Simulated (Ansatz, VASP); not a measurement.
## K: VASP beside Ansatz

```xyz
1
Lattice="-2.5650 2.5650 2.5650 2.5650 -2.5650 2.5650 2.5650 2.5650 -2.5650" Properties=species:S:1:pos:R:3 pbc="T T T"
K     0.0000    0.0000    0.0000
```

Change from the starting cell: volume scaled by 0.9405.

Alike in both runs: task single point; functional PBE; k mesh 10 × 10 × 10; occupations fermi-dirac, width 0.08 eV; no spin polarisation.

|  | VASP | Ansatz |
| --- | --- | --- |
| version | VASP 6.6.1 | Ansatz 0.2.0 |
| potentials or method | VASP PAW PBE potentials, release 64 (K_sv), cutoff 520 eV | all-electron LAPW, scalar-relativistic |

|  | VASP | Ansatz | Ansatz less VASP |
| --- | --- | --- | --- |
| pressure (GPa) | 0.4 | 0.4 | +0.01 |

Ansatz ran all-electron here, and VASP with PAW potentials.
